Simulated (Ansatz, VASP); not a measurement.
# Two plane-wave programs on Al

```
Al
1.0
     2.83627    0.00000    0.00000
    -1.41814    2.45628    0.00000
     0.00000    0.00000    9.32229
Al
4
Cartesian
  0.0000 0.0000 0.0000
  0.0000 1.6375 2.3306
  0.0000 0.0000 4.6611
  1.4181 0.8188 6.9917
```

Alike in both runs: functional PBEsol; k mesh 18 × 18 × 6; occupations gaussian, width 0.1 eV; no spin polarisation.

Ansatz relaxed the structure, and its values are those at the end. VASP's run is a single point on that final structure, the one shown.

|  | VASP | Ansatz |
| --- | --- | --- |
| version | VASP 6.6.1 | Ansatz 0.2.0 |
| potentials or method | VASP PAW PBE potentials, release 64 (Al), cutoff 520 eV | scalar-relativistic, plane waves, PAW |
| valence electrons in the cell | 12 | 12 |

```tsv
	VASP	Ansatz	Ansatz less VASP
gap on the k mesh at the Fermi level (eV)	none	none	-
pressure (GPa)	0.1	0.0	-0.06
```

VASP's potentials were made for PBE, not for PBEsol. A gap of «none» marks a metal or a gap that the smearing closes. The functional is the same, so the differences come from potentials, cutoffs and numerics.
